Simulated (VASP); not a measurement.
# TaN (I4/mmm) in VASP: further runs

TaN is run at these levels: PBEsol; tasks: single point.

Program: VASP 6.6.1. These are calculated values, not measurements. Logs are shortened: lines on timing, memory, paths and dates and some standing lists are left out, and cuts for length are marked.

## 1. The cell of the first run

The structure is tetragonal, space group I4/mmm (No. 139). The conventional cell has a = 3.082 Å, b = 3.082 Å, c = 4.402 Å, α = 90.00°, β = 90.00°, γ = 90.00°. Within 2.9 Å of Ta (site symmetry 4/mmm) lie 6 N at 2.18 to 2.20 Å. Within 2.9 Å of N (site symmetry 4/mmm) lie 6 Ta at 2.18 to 2.20 Å.

## 2. Single point, PBEsol (strain +0.0100 x Voigt [1, 0, 0, 0, 0, 0])

File INCAR:

```
PREC = Accurate ; ENCUT = 520
EDIFF = 1E-6 ; ISMEAR = 0
SIGMA = 0.15 ; LREAL = F
LASPH = T ; NELM = 60
ALGO = Normal ; ISIF = 2
LWAVE = F ; LCHARG = F
GGA = PS ; NBANDS = 15
```

File KPOINTS:

```
regular mesh
0
Gamma
  18 18 18
```

File POSCAR:

```
TaN
1.0
    0.0000000000      2.1790000000      2.1790000000
    2.2007900000      0.0000000000      2.1790000000
    2.2007900000      2.1790000000      0.0000000000
Ta N
1 1
Direct
    0.5000000000      0.5000000000      0.5000000000
    0.0000000000      0.0000000000      0.0000000000
```

Potentials or basis: VASP PAW PBE potentials, release 64 (Ta_pv, N).

Run with:

```
$ cat potpaw_PBE.64/Ta_pv/POTCAR potpaw_PBE.64/N/POTCAR > POTCAR
$ mpirun -np 1 vasp_std > vasp.out
```

OUTCAR:

```text
PREC = Accurate
   ENCUT = 520
   EDIFF = 1E-6
   ISMEAR = 0
   LREAL = F
   LASPH = T
   NELM = 60
   ISIF = 2
   GGA = PS

 ion  position               nearest neighbor table
   1  0.500  0.500  0.500-   2 2.18   2 2.18   2 2.18   2 2.18   2 2.20   2 2.20
   2  0.000  0.000  0.000-   1 2.18   1 2.18   1 2.18   1 2.18   1 2.20   1 2.20

  LATTYP: Found a body centered tetragonal cell.
 ALAT       =     3.0815713524
 C/A-ratio  =     1.4283556980

  Lattice vectors:

 A1 = (   2.2007900000,   0.0000000000,   2.1790000000)
 A2 = (   2.2007900000,   0.0000000000,  -2.1790000000)
 A3 = (  -2.2007900000,   2.1790000000,   0.0000000000)

Analysis of symmetry for initial positions (statically):
=====================================================================
 Subroutine PRICEL returns:
 Original cell was already a primitive cell.

 Routine SETGRP: Setting up the symmetry group for a
 body centered tetragonal supercell.

 Subroutine GETGRP returns: Found 16 space group operations
 (whereof 16 operations were pure point group operations)
 out of a pool of 16 trial point group operations.

The static configuration has the point symmetry D_4h.

Analysis of symmetry for dynamics (positions and initial velocities):
=====================================================================
 Subroutine PRICEL returns:
 Original cell was already a primitive cell.

 Routine SETGRP: Setting up the symmetry group for a
 body centered tetragonal supercell.

 Subroutine GETGRP returns: Found 16 space group operations
 (whereof 16 operations were pure point group operations)
 out of a pool of 16 trial point group operations.

The dynamic configuration has the point symmetry D_4h.

 Subroutine INISYM returns: Found 16 space group operations
 (whereof 16 operations are pure point group operations),
 and found     1 'primitive' translations

----------------------------------------------------------------------------------------

                                     Primitive cell

  volume of cell :      20.8989

  direct lattice vectors                    reciprocal lattice vectors
     0.000000000  2.179000000  2.179000000    -0.227191145  0.229463056  0.229463056
     2.200790000  0.000000000  2.179000000     0.227191145 -0.229463056  0.229463056
     2.200790000  2.179000000  0.000000000     0.227191145  0.229463056 -0.229463056

  length of vectors
     3.081571352  3.097017537  3.097017537     0.396134327  0.396134327  0.396134327

[... 90 lines left out ...]
   PSTRESS=    0.0 pullay stress
   NELECT =      16.0000    total number of electrons
   NUPDOWN=      -1.0000    fix difference up-down
   EMIN   =  10.00;   EMAX   =-10.00  energy-range for DOS
   EFERMI =   0.00;   METHOD = LEGACY
   ISMEAR =     0;   SIGMA  =   0.15  broadening in eV -4-tet -1-fermi 0-gaus
   EFERMI_NEDOS =   21; number of points for ismear=-14 and -15
   IALGO  =     38    algorithm
   IMIX   =      4    mixing-type and parameters
     AMIX     =   0.40;   BMIX     =  1.00
     AMIX_MAG =   1.60;   BMIX_MAG =  1.00
  volume/ion in A,a.u.               =      10.45        70.52
  Fermi-wavevector in a.u.,A,eV,Ry     =   1.497639  2.830127 30.516814  2.242923
  Thomas-Fermi vector in A             =   2.609501
   LORBIT       =      0    0 simple, 1 ext, 2 COOP (PROOUT), +10 PAW based schemes
   GGA     = PS    functional components
   LHFCALC =     F    Hartree Fock is set to
   AEXX    =    0.0000 exact exchange contribution
   IVDW    =     0    specifies the selected vdW correction
   LEPSILON=     F    determine dielectric tensor
   LRPA    =     F    only Hartree local field effects (RPA)
 non-spin polarized calculation
 Gauss-broadening in eV      SIGMA  =   0.15
  energy-cutoff  :      520.00
  volume of cell :       20.90
 maximum number of plane-waves:       572
   NGX = 11   NGY = 11   NGZ = 11

 number of electron      16.0000001 magnetization

 Free energy of the ion-electron system (eV)
  ---------------------------------------------------
  ext. energy  EPLUGINS =         0.00000000
  ---------------------------------------------------
  free energy    TOTEN  =       -23.21406230 eV

  energy without entropy =      -23.20459118  energy(sigma->0) =      -23.20932674

 E-fermi :   9.5820     XC(G=0): -13.6845

 val. band max:        9.5815843768   @ k =  -0.1667   0.1667   0.0556
 cond. band min:       9.5849770002   @ k =  -0.3333   0.0556   0.0556
 fundamental gap:      0.0033926234
 Fermi energy:         9.5820094571

 k-point     1 :       0.0000    0.0000    0.0000
  band No.  band energies     occupation
      1     -26.1019      2.00000
      2     -26.0961      2.00000
      3     -26.0961      2.00000
      4      -9.3773      2.00000
      5       5.6988      2.00000
      6       5.7460      2.00000
      7       5.7460      2.00000
      8       7.3143      2.00000
      9       7.4376      2.00000
     10       7.4376      2.00000
     11       9.5105      1.50003
     12       9.6752      0.37984
     13      11.2907      0.00000
     14      18.9573      0.00000
[... 401 lines left out ...]
      2     -26.1698      2.00000
      3     -26.1306      2.00000
      4      -8.0459      2.00000
      5       1.8799      2.00000
      6       3.0756      2.00000
      7       3.5103      2.00000
      8       8.5916      2.00000
      9       8.7388      2.00000
     10       9.7146      0.21141
     11      12.5785      0.00000
     12      13.9069      0.00000
     13      14.3571      0.00000
     14      21.9492      0.00000
     15      22.1739      0.00000

 [... further k-points ...]

------------------------ aborting loop because EDIFF is reached ----------------------------------------

  FORCE on cell =-STRESS in cart. coord.  units (eV):
  Direction    XX          YY          ZZ          XY          YZ          ZX
  --------------------------------------------------------------------------------------
  -------------------------------------------------------------------------------------
  Total       -0.3084884      0.5200665      0.5200665     -0.0000000      0.0000000      0.0000000
  in kB      -23.6497394     39.8700158     39.8700158     -0.0000000      0.0000000      0.0000000
  external PRESSURE =      18.6967641 kB  Pullay stress =       0.0000000 kB

 VOLUME and BASIS-vectors are now :
 -----------------------------------------------------------------------------
  energy-cutoff  :      520.00
  volume of cell :       20.90
      direct lattice vectors                 reciprocal lattice vectors
     0.000000000  2.179000000  2.179000000    -0.227191145  0.229463056  0.229463056
     2.200790000  0.000000000  2.179000000     0.227191145 -0.229463056  0.229463056
     2.200790000  2.179000000  0.000000000     0.227191145  0.229463056 -0.229463056

 POSITION                                       TOTAL-FORCE (eV/Angst)
 -----------------------------------------------------------------------------------
      2.20079      2.17900      2.17900         0.000000      0.000000      0.000000
      0.00000      0.00000      0.00000         0.000000      0.000000      0.000000
 -----------------------------------------------------------------------------------
    total drift:                                0.000000     -0.000000     -0.000000

  FREE ENERGIE OF THE ION-ELECTRON SYSTEM (eV)
  ---------------------------------------------------
  free  energy   TOTEN  =       -23.2140623014 eV

  energy  without entropy=      -23.2045911768  energy(sigma->0) =      -23.20932674
```

OSZICAR:

```text
N       E                     dE             d eps       ncg     rms          rms(c)
DAV:   1     0.880185595041E+02    0.88019E+02   -0.87792E+03 14432   0.113E+03
DAV:   2    -0.232770683455E+02   -0.11130E+03   -0.10487E+03 17970   0.303E+02
DAV:   3    -0.259919405362E+02   -0.27149E+01   -0.26972E+01 15954   0.441E+01
DAV:   4    -0.260024439697E+02   -0.10503E-01   -0.10500E-01 18996   0.293E+00
DAV:   5    -0.260025119408E+02   -0.67971E-04   -0.67970E-04 16031   0.207E-01    0.253E+01
DAV:   6    -0.233182730556E+02    0.26842E+01   -0.48467E+00 18005   0.252E+01    0.107E+01
DAV:   7    -0.232521740152E+02    0.66099E-01   -0.49529E-01 17249   0.567E+00    0.721E+00
DAV:   8    -0.232202179357E+02    0.31956E-01   -0.14787E-01 16871   0.314E+00    0.153E+00
DAV:   9    -0.232142686578E+02    0.59493E-02   -0.18095E-02 15849   0.107E+00    0.341E-01
DAV:  10    -0.232141136606E+02    0.15500E-03   -0.12131E-03 17368   0.390E-01    0.657E-02
DAV:  11    -0.232140640691E+02    0.49592E-04   -0.11011E-04 16045   0.120E-01    0.226E-02
DAV:  12    -0.232140625358E+02    0.15332E-05   -0.77583E-06 17165   0.263E-02    0.338E-03
DAV:  13    -0.232140623014E+02    0.23442E-06   -0.42151E-07  9412   0.571E-03
   1 F= -.23214062E+02 E0= -.23209327E+02  d E =-.947112E-02
```

stdout:

```text
POSCAR found type information on POSCAR TaN
 POSCAR found :  2 types and       2 ions
 scaLAPACK will be used
 -----------------------------------------------------------------------------
|                                                                             |
|                                                                             |
|     You enforced a specific xc type in the INCAR file but a different       |
|     I HOPE YOU KNOW WHAT YOU ARE DOING!                                     |
|                                                                             |
 -----------------------------------------------------------------------------

 LDA part: xc-table for (Slater+PW92), standard interpolation
 POSCAR, INCAR and KPOINTS ok, starting setup
 FFT: planning ... GRIDC
 FFT: planning ... GRID_SOFT
 FFT: planning ... GRID
 WAVECAR not read
 entering main loop
```

Wall time 40 s (1 thread of Intel Xeon 6975P-C (Granite Rapids), shared host); peak memory 0.26 GiB.

What came out:

| Property | Result |
| --- | --- |
| Free energy | -23.2141 eV |
| Pressure | 1.9 GPa |
| Band gap on the k mesh | zero (bands 8 and 9 overlap by 4.06 eV) |

Caveat: the cell differs from its parent crystal (strain +0.0100 x Voigt [1, 0, 0, 0, 0, 0]); the PAW data sets were made with another functional, which shifts forces and pressure a little; spin-orbit coupling is left out, which moves the levels of the heavy elements.

## 3. Single point, PBEsol (strain +0.0200 x Voigt [1, 0, 0, 0, 0, 0])

File INCAR:

```
ALGO     = Normal         # electronic algorithm
EDIFF    = 1E-6           # SCF threshold, eV
ENCUT    = 520            # plane-wave cutoff, eV
GGA      = PS             # functional
ISIF     = 2              # what is computed and relaxed
ISMEAR   = 0              # smearing method
LASPH    = T              # aspherical terms in the spheres
LCHARG   = F              # write CHGCAR
LREAL    = F              # projectors in reciprocal space
LWAVE    = F              # write WAVECAR
NBANDS   = 15             # bands
NELM     = 60             # most SCF steps
PREC     = Accurate       # precision mode
SIGMA    = 0.15           # smearing width, eV
```

File KPOINTS:

```
k-points
0
Gamma
  18 18 18
```

File POSCAR:

```
TaN
1.0
    0.0000000000      2.1790000000      2.1790000000
    2.2225800000      0.0000000000      2.1790000000
    2.2225800000      2.1790000000      0.0000000000
Ta N
1 1
Direct
    0.5000000000      0.5000000000      0.5000000000
    0.0000000000      0.0000000000      0.0000000000
```

Potentials or basis: VASP PAW PBE potentials, release 64 (Ta_pv, N).

Run with:

```
$ cat potpaw_PBE.64/Ta_pv/POTCAR potpaw_PBE.64/N/POTCAR > POTCAR
$ mpirun -np 1 vasp_std > vasp.out
```

Wall time 38 s (1 thread of Intel Xeon 6975P-C (Granite Rapids), shared host); peak memory 0.26 GiB.

The run converged. Its results:

```yaml
Free_energy: -23.2066 eV
Pressure: -1.4 GPa
Band_gap_on_the_k_mesh: zero (bands 8 and 9 overlap by 3.93 eV)
```

Stress tensor (GPa, compression positive):
```
-9.25  0.00  0.00
 0.00  2.52  0.00
 0.00  0.00  2.52
```

Levels at points of the mesh, in eV from the Fermi level:
```csv
k point,band 4,band 5,band 6,band 7,band 8,band 9,band 10,band 11,band 12,band 13
"(0.00, 0.00, 0.00)",-18.88,-3.88,-3.79,-3.79,-2.32,-2.07,-2.07,-0.20,0.16,1.69
"(0.50, 0.00, 0.00)",-15.75,-10.47,-7.66,-7.65,1.85,1.96,2.07,3.82,7.35,7.88
"(0.50, 0.50, 0.00)",-17.59,-6.58,-5.57,-4.71,-4.63,2.09,3.46,3.74,4.68,6.86
"(0.00, 0.50, 0.50)",-17.61,-6.79,-5.54,-4.57,-4.57,2.10,3.59,3.59,4.59,6.74
```

Caveat: the cell differs from its parent crystal (strain +0.0200 x Voigt [1, 0, 0, 0, 0, 0]); the PAW data sets were made with another functional, which shifts forces and pressure a little; spin-orbit coupling is left out, which moves the levels of the heavy elements.

## 4. Single point, PBEsol (strain +0.0300 x Voigt [1, 0, 0, 0, 0, 0])

File INCAR:

```
  PREC = Accurate
  ENCUT = 520
  EDIFF = 1E-6
  ISMEAR = 0
  SIGMA = 0.15
  LREAL = F
  LASPH = T
  NELM = 80
  ALGO = Normal
  ISIF = 2
  LWAVE = F
  LCHARG = F
  GGA = PS
  NBANDS = 15
```

File KPOINTS:

```
regular mesh
0
Gamma
  18 18 18
```

File POSCAR:

```
TaN
1.0
    0.0000000000      2.1790000000      2.1790000000
    2.2443700000      0.0000000000      2.1790000000
    2.2443700000      2.1790000000      0.0000000000
Ta N
1 1
Direct
    0.5000000000      0.5000000000      0.5000000000
    0.0000000000      0.0000000000      0.0000000000
```

Run with:

```
$ cat potpaw_PBE.64/Ta_pv/POTCAR potpaw_PBE.64/N/POTCAR > POTCAR
$ mpirun -np 1 vasp_std > vasp.out
```

Run time: 40 s. Hardware: 1 thread of Intel Xeon 6975P-C (Granite Rapids), shared host; peak memory 0.27 GiB.

It converged, with:

```
Free energy            : -23.1911 eV
Pressure               : -4.3 GPa
Band gap on the k mesh : zero (bands 8 and 9 overlap by 3.80 eV)
```

Stress tensor (GPa, compression positive):
```
-14.93   0.00   0.00
  0.00   0.97   0.00
  0.00   0.00   0.97
```

Levels at points of the mesh, in eV from the Fermi level:
| k point | band 5 | band 6 | band 7 | band 8 | band 9 | band 10 | band 11 | band 12 |
| --- | --- | --- | --- | --- | --- | --- | --- | --- |
| (0.00, 0.00, 0.00) | -3.88 | -3.75 | -3.75 | -2.36 | -2.00 | -2.00 | -0.35 | 0.23 |
| (0.50, 0.00, 0.00) | -10.39 | -7.59 | -7.57 | 1.80 | 1.94 | 2.09 | 3.78 | 7.10 |
| (0.50, 0.50, 0.00) | -6.53 | -5.50 | -4.71 | -4.61 | 2.03 | 3.34 | 3.75 | 4.62 |
| (0.00, 0.50, 0.50) | -6.83 | -5.45 | -4.52 | -4.52 | 2.07 | 3.53 | 3.53 | 4.47 |

Caveat: the cell differs from its parent crystal (strain +0.0300 x Voigt [1, 0, 0, 0, 0, 0]); the cell stands under tension; the PAW data sets were made with another functional, which shifts forces and pressure a little; spin-orbit coupling is left out, which moves the levels of the heavy elements.

## 5. Single point, PBEsol (strain +0.0350 x Voigt [1, 0, 0, 0, 0, 0])

File INCAR:

```
PREC     = Accurate       # precision mode
ENCUT    = 520            # plane-wave cutoff, eV
EDIFF    = 1E-6           # SCF threshold, eV
ISMEAR   = 0              # smearing method
SIGMA    = 0.15           # smearing width, eV
LREAL    = F              # projectors in reciprocal space
LASPH    = T              # aspherical terms in the spheres
NELM     = 100            # most SCF steps
ALGO     = Normal         # electronic algorithm
ISIF     = 2              # what is computed and relaxed
LWAVE    = F              # write WAVECAR
LCHARG   = T              # write CHGCAR
GGA      = PS             # functional
LELF     = T              # ELF
LVHAR    = T            
NBANDS   = 15             # bands
```

KPOINTS is that of step 4.

File POSCAR:

```
TaN
1.0
    0.0000000000      2.1790000000      2.1790000000
    2.2552650000      0.0000000000      2.1790000000
    2.2552650000      2.1790000000      0.0000000000
Ta N
1 1
Direct
    0.5000000000      0.5000000000      0.5000000000
    0.0000000000      0.0000000000      0.0000000000
```

Potentials or basis: VASP PAW PBE potentials, release 64 (Ta_pv, N).

Run with:

```
$ cat potpaw_PBE.64/Ta_pv/POTCAR potpaw_PBE.64/N/POTCAR > POTCAR
$ mpirun -np 1 vasp_std > vasp.out
```

OUTCAR:

```text
PREC = Accurate
   ENCUT = 520
   EDIFF = 1E-6
   ISMEAR = 0
   LREAL = F
   LASPH = T
   NELM = 100
   ISIF = 2
   GGA = PS

 ion  position               nearest neighbor table
   1  0.500  0.500  0.500-   2 2.18   2 2.18   2 2.18   2 2.18   2 2.26   2 2.26
   2  0.000  0.000  0.000-   1 2.18   1 2.18   1 2.18   1 2.18   1 2.26   1 2.26

  LATTYP: Found a body centered tetragonal cell.
 ALAT       =     3.0815713524
 C/A-ratio  =     1.4637110371

  Lattice vectors:

 A1 = (   2.2552650000,   0.0000000000,   2.1790000000)
 A2 = (   2.2552650000,   0.0000000000,  -2.1790000000)
 A3 = (  -2.2552650000,   2.1790000000,   0.0000000000)

Analysis of symmetry for initial positions (statically):
=====================================================================
 Subroutine PRICEL returns:
 Original cell was already a primitive cell.

 Routine SETGRP: Setting up the symmetry group for a
 body centered tetragonal supercell.

 Subroutine GETGRP returns: Found 16 space group operations
 (whereof 16 operations were pure point group operations)
 out of a pool of 16 trial point group operations.

[... 176 lines left out ...]
      6       5.5657      2.00000
      7       5.5657      2.00000
      8       6.9147      2.00000
      9       7.3359      2.00000
     10       7.3359      2.00000
     11       8.8732      1.99994
     12       9.5598      0.01323
     13      11.0118      0.00000
     14      18.6816      0.00000
[... 401 lines left out ...]
      2     -26.4830      2.00000
      3     -26.4478      2.00000
      4      -8.1988      2.00000
      5       1.7395      2.00000
      6       2.9379      2.00000
      7       3.3939      2.00000
      8       8.3191      2.00000
      9       8.4685      2.00000
     10       9.4561      0.13363
     11      12.3980      0.00000
     12      13.0010      0.00000
     13      14.1528      0.00000
     14      21.5931      0.00000
     15      21.7412      0.00000

 [... further k-points ...]

------------------------ aborting loop because EDIFF is reached ----------------------------------------

  FORCE on cell =-STRESS in cart. coord.  units (eV):
  Direction    XX          YY          ZZ          XY          YZ          ZX
  --------------------------------------------------------------------------------------
  -------------------------------------------------------------------------------------
  Total       -2.3114156      0.0182417      0.0182417     -0.0000000      0.0000000     -0.0000000
  in kB     -172.9205389      1.3646914      1.3646914     -0.0000000      0.0000000     -0.0000000
  external PRESSURE =     -56.7303854 kB  Pullay stress =       0.0000000 kB

 VOLUME and BASIS-vectors are now :
 -----------------------------------------------------------------------------
  energy-cutoff  :      520.00
  volume of cell :       21.42
      direct lattice vectors                 reciprocal lattice vectors
     0.000000000  2.179000000  2.179000000    -0.221703436  0.229463056  0.229463056
     2.255265000  0.000000000  2.179000000     0.221703436 -0.229463056  0.229463056
     2.255265000  2.179000000  0.000000000     0.221703436  0.229463056 -0.229463056

 POSITION                                       TOTAL-FORCE (eV/Angst)
 -----------------------------------------------------------------------------------
      2.25527      2.17900      2.17900        -0.000000     -0.000000     -0.000000
      0.00000      0.00000      0.00000         0.000000      0.000000      0.000000
 -----------------------------------------------------------------------------------
    total drift:                                0.000000     -0.000000     -0.000000

  FREE ENERGIE OF THE ION-ELECTRON SYSTEM (eV)
  ---------------------------------------------------
  free  energy   TOTEN  =       -23.1807576192 eV

  energy  without entropy=      -23.1710911945  energy(sigma->0) =      -23.17592441
```

It took 44 s on 1 thread of Intel Xeon 6975P-C (Granite Rapids), shared host; peak memory 0.27 GiB.

What came out:

```yaml
Free_energy: -23.1808 eV
Pressure: -5.7 GPa
Band_gap_on_the_k_mesh: zero (bands 8 and 9 overlap by 3.74 eV)
```

Caveat: the cell differs from its parent crystal (strain +0.0350 x Voigt [1, 0, 0, 0, 0, 0]); the cell stands under tension; the PAW data sets were made with another functional, which shifts forces and pressure a little; spin-orbit coupling is left out, which moves the levels of the heavy elements.

(Part 1 of 2 ends here.)
